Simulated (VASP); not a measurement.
# CoSi (P2_13) in VASP: single point with PBE

Aim: the single point of CoSi with PBE.

Everything below comes from runs of VASP 6.6.1. Logs are shortened: lines on timing, memory, paths and dates and some standing lists are left out, and cuts for length are marked.

## Step 1: The cell of the first run

It takes space group P2_13 (No. 198, cubic). Conventional cell: a = 4.431 Å, b = 4.431 Å, c = 4.431 Å, α = 90.00°, β = 90.00°, γ = 90.00°. Within 3.1 Å of Co (site symmetry 3) lie 7 Si at 2.32 to 2.43 Å and 6 Co at 2.72 Å. Within 3.1 Å of Si (site symmetry 3) lie 7 Co at 2.32 to 2.43 Å and 6 Si at 2.74 Å.

## Step 2: Single point, PBE, collinear spin, ferromagnetic start

File INCAR:

```
ALGO     = Normal         # electronic algorithm
EDIFF    = 1E-6           # SCF threshold, eV
ENCUT    = 520            # plane-wave cutoff, eV
GGA      = PE             # functional
ISIF     = 2              # what is computed and relaxed
ISMEAR   = 0              # smearing method
ISPIN    = 2              # spin polarisation
LASPH    = True           # aspherical terms in the spheres
LCHARG   = False          # write CHGCAR
LMAXMIX  = 4              # l up to which the mixer works
LORBIT   = 11             # projections on sites
LREAL    = False          # projectors in reciprocal space
LWAVE    = False          # write WAVECAR
MAGMOM   = 1.5 1.5 1.5 1.5 0 0 0 0 # initial moments
NBANDS   = 40             # bands
NELM     = 150            # most SCF steps
PREC     = Accurate       # precision mode
SIGMA    = 0.05           # smearing width, eV
```

File KPOINTS:

```
k-points
0
Gamma
  8 8 8
```

File POSCAR:

```
CoSi
1.0
    4.4307937200      0.0000000000      0.0000000000
    0.0000000000      4.4307937200      0.0000000000
    0.0000000000      0.0000000000      4.4307937200
Co Si
4 4
Direct
    0.1450289827      0.1450289827      0.1450289827
    0.3549710173      0.8549710173      0.6450289827
    0.6450289827      0.3549710173      0.8549710173
    0.8549710173      0.6450289827      0.3549710173
    0.8431659226      0.8431659226      0.8431659226
    0.6568340774      0.1568340774      0.3431659226
    0.3431659226      0.6568340774      0.1568340774
    0.1568340774      0.3431659226      0.6568340774
```

Potentials or basis: VASP PAW PBE potentials, release 64 (Co, Si).

Started as:

```
$ cat potpaw_PBE.64/Co/POTCAR potpaw_PBE.64/Si/POTCAR > POTCAR
$ mpirun -np 1 vasp_std > vasp.out
```

OUTCAR:

```text
EDIFF = 1E-6
   ENCUT = 520
   GGA = PE
   ISIF = 2
   ISMEAR = 0
   ISPIN = 2
   LASPH = True
   LORBIT = 11
   LREAL = False
   NELM = 150
   PREC = Accurate

 ion  position               nearest neighbor table
   1  0.145  0.145  0.145-   5 2.32   6 2.34   7 2.34   8 2.34   7 2.43   8 2.43   6 2.43   3 2.72
                             4 2.72   2 2.72   2 2.72   4 2.72   3 2.72
   2  0.355  0.855  0.645-   6 2.32   5 2.34   7 2.34   8 2.34   7 2.43   8 2.43   5 2.43   1 2.72
                             1 2.72   3 2.72   3 2.72   4 2.72   4 2.72
   3  0.645  0.355  0.855-   7 2.32   6 2.34   5 2.34   8 2.34   8 2.43   6 2.43   5 2.43   1 2.72
                             4 2.72   2 2.72   2 2.72   4 2.72   1 2.72
   4  0.855  0.645  0.355-   8 2.32   6 2.34   7 2.34   5 2.34   6 2.43   5 2.43   7 2.43   1 2.72
                             3 2.72   2 2.72   1 2.72   2 2.72   3 2.72
   5  0.843  0.843  0.843-   1 2.32   2 2.34   3 2.34   4 2.34   3 2.43   4 2.43   2 2.43   6 2.74
                             7 2.74   8 2.74   6 2.74   8 2.74   7 2.74
   6  0.657  0.157  0.343-   2 2.32   1 2.34   3 2.34   4 2.34   3 2.43   4 2.43   1 2.43   8 2.74
                             5 2.74   5 2.74   7 2.74   7 2.74   8 2.74
   7  0.343  0.657  0.157-   3 2.32   2 2.34   1 2.34   4 2.34   4 2.43   2 2.43   1 2.43   8 2.74
                             5 2.74   8 2.74   6 2.74   6 2.74   5 2.74
   8  0.157  0.343  0.657-   4 2.32   2 2.34   3 2.34   1 2.34   2 2.43   1 2.43   3 2.43   7 2.74
                             5 2.74   7 2.74   5 2.74   6 2.74   6 2.74

  LATTYP: Found a simple cubic cell.
 ALAT       =     4.4307937200

  Lattice vectors:

 A1 = (   4.4307937200,   0.0000000000,   0.0000000000)
 A2 = (   0.0000000000,   4.4307937200,   0.0000000000)
 A3 = (   0.0000000000,   0.0000000000,   4.4307937200)

Analysis of symmetry for initial positions (statically):
=====================================================================
 Subroutine PRICEL returns:
 Original cell was already a primitive cell.

 Routine SETGRP: Setting up the symmetry group for a
 simple cubic supercell.

 Subroutine GETGRP returns: Found 12 space group operations
 (whereof  3 operations were pure point group operations)
 out of a pool of 48 trial point group operations.

The static configuration has the point symmetry C_3 .
 The point group associated with its full space group is T   .

Analysis of symmetry for dynamics (positions and initial velocities):
=====================================================================
 Subroutine PRICEL returns:
 Original cell was already a primitive cell.

 Routine SETGRP: Setting up the symmetry group for a
 simple cubic supercell.

[... 179 lines left out ...]
  free energy    TOTEN  =       -54.74883877 eV

  energy without entropy =      -54.74669923  energy(sigma->0) =      -54.74776900

 E-fermi :  12.1027     XC(G=0): -12.8671

 val. band max:       12.1024049726   @ k =   0.5000   0.5000   0.3750
 cond. band min:      12.2407180949   @ k =   0.3750   0.3750   0.3750
 fundamental gap:      0.1383131223
 Fermi energy:        12.1027019584

 spin component 1

 k-point     1 :       0.0000    0.0000    0.0000
  band No.  band energies     occupation
      1      -1.5639      1.00000
      2       3.9302      1.00000
      3       3.9302      1.00000
      4       3.9302      1.00000
      5       6.6307      1.00000
      6       6.6307      1.00000
[... 973 lines left out ...]
     37      18.0272      0.00000
     38      19.1002      0.00000

 [... further k-points ...]

 spin component 2

 k-point     1 :       0.0000    0.0000    0.0000
  band No.  band energies     occupation
      1      -1.5639      1.00000
      2       3.9302      1.00000
      3       3.9302      1.00000
      4       3.9302      1.00000
      5       6.6307      1.00000
      6       6.6307      1.00000
[... 973 lines left out ...]
     37      18.0272      0.00000
     38      19.1001      0.00000

 [... further k-points ...]

 [bands above 38 left out]

------------------------ aborting loop because EDIFF is reached ----------------------------------------

  FORCE on cell =-STRESS in cart. coord.  units (eV):
  Direction    XX          YY          ZZ          XY          YZ          ZX
  --------------------------------------------------------------------------------------
  -------------------------------------------------------------------------------------
  Total       -0.0467454     -0.0467454     -0.0467454      0.0000000      0.0000000      0.0000000
  in kB       -0.8610043     -0.8610043     -0.8610043      0.0000000      0.0000000      0.0000000
  external PRESSURE =      -0.8610043 kB  Pullay stress =       0.0000000 kB

 VOLUME and BASIS-vectors are now :
 -----------------------------------------------------------------------------
  energy-cutoff  :      520.00
  volume of cell :       86.99
      direct lattice vectors                 reciprocal lattice vectors
     4.430793720  0.000000000  0.000000000     0.225693197  0.000000000  0.000000000
     0.000000000  4.430793720  0.000000000     0.000000000  0.225693197  0.000000000
     0.000000000  0.000000000  4.430793720     0.000000000  0.000000000  0.225693197

 POSITION                                       TOTAL-FORCE (eV/Angst)
 -----------------------------------------------------------------------------------
      0.64259      0.64259      0.64259         0.001010      0.001010      0.001010
      1.57280      3.78820      2.85799        -0.001010     -0.001010      0.001010
      2.85799      1.57280      3.78820         0.001010     -0.001010     -0.001010
      3.78820      2.85799      1.57280        -0.001010      0.001010     -0.001010
      3.73589      3.73589      3.73589         0.002119      0.002119      0.002119
      2.91030      0.69490      1.52050        -0.002119     -0.002119      0.002119
      1.52050      2.91030      0.69490         0.002119     -0.002119     -0.002119
      0.69490      1.52050      2.91030        -0.002119      0.002119     -0.002119
 -----------------------------------------------------------------------------------
    total drift:                               -0.000000      0.000000      0.000000

  FREE ENERGIE OF THE ION-ELECTRON SYSTEM (eV)
  ---------------------------------------------------
  free  energy   TOTEN  =       -54.7488387671 eV

  energy  without entropy=      -54.7466992323  energy(sigma->0) =      -54.74776900

 total charge

# of ion       s       p       d       tot
------------------------------------------
    1        0.436   0.617   7.565   8.618
    2        0.436   0.617   7.565   8.618
    3        0.436   0.617   7.565   8.618
    4        0.436   0.617   7.565   8.618
    5        0.725   0.884   0.000   1.609
    6        0.725   0.884   0.000   1.609
    7        0.725   0.884   0.000   1.609
    8        0.725   0.884   0.000   1.609
--------------------------------------------------
tot          4.645   6.004  30.259  40.908

 magnetization (x)

# of ion       s       p       d       tot
------------------------------------------
    1        0.000   0.000  -0.000  -0.000
    2        0.000   0.000  -0.000  -0.000
    3        0.000   0.000  -0.000  -0.000
    4        0.000   0.000  -0.000  -0.000
    5       -0.000   0.000   0.000   0.000
    6       -0.000   0.000   0.000   0.000
    7       -0.000   0.000   0.000   0.000
    8       -0.000   0.000   0.000   0.000
--------------------------------------------------
tot          0.000   0.000  -0.000  -0.000
```

It took 3.1 min on 1 thread of Intel Xeon Platinum 8559C (Emerald Rapids), shared host; peak memory 0.37 GiB.

What came out:

| Item | Value |
| --- | --- |
| Free energy | -54.7488 eV |
| Pressure | -0.1 GPa |
| Largest force | 0.004 eV/Å |
| Band gap on the k mesh | zero (filled and empty bands overlap) |
| Net moment | 0.00 μB per cell |
| Valence electrons inside the program's atomic spheres | Co 8.62; Si 1.61 |

Forces in eV/Å, atoms in the order of the input:
```
Co   0.001  0.001  0.001
Co  -0.001 -0.001  0.001
Co   0.001 -0.001 -0.001
Co  -0.001  0.001 -0.001
Si   0.002  0.002  0.002
Si  -0.002 -0.002  0.002
Si   0.002 -0.002 -0.002
Si  -0.002  0.002 -0.002
```

Levels at points of the mesh, in eV from the Fermi level:
Spin up:
| k point | band 22 | band 23 | band 24 | band 25 | band 26 | band 27 | band 28 | band 29 | band 30 | band 31 |
| --- | --- | --- | --- | --- | --- | --- | --- | --- | --- | --- |
| (0.00, 0.00, 0.00) | -0.90 | -0.77 | -0.77 | 0.00 | 0.00 | 0.00 | 2.50 | 2.50 | 2.50 | 2.92 |
| (0.50, 0.00, 0.00) | -1.03 | -0.64 | -0.64 | -0.48 | -0.48 | 1.01 | 1.01 | 1.49 | 1.49 | 4.28 |
| (0.50, 0.50, 0.00) | -1.48 | -0.99 | -0.99 | -0.03 | -0.03 | 0.59 | 0.59 | 2.01 | 2.01 | 2.51 |
| (0.50, 0.50, 0.50) | -1.21 | -1.21 | -1.21 | -0.22 | -0.22 | -0.22 | -0.22 | 5.41 | 5.41 | 5.41 |
Spin down:
| k point | band 23 | band 24 | band 25 | band 26 | band 27 | band 28 | band 29 | band 30 |
| --- | --- | --- | --- | --- | --- | --- | --- | --- |
| (0.00, 0.00, 0.00) | -0.77 | -0.77 | 0.00 | 0.00 | 0.00 | 2.50 | 2.50 | 2.50 |
| (0.50, 0.00, 0.00) | -0.64 | -0.64 | -0.48 | -0.48 | 1.01 | 1.01 | 1.49 | 1.49 |
| (0.50, 0.50, 0.00) | -0.99 | -0.99 | -0.03 | -0.03 | 0.59 | 0.59 | 2.01 | 2.01 |
| (0.50, 0.50, 0.50) | -1.21 | -1.21 | -0.22 | -0.22 | -0.22 | -0.22 | 5.41 | 5.41 |
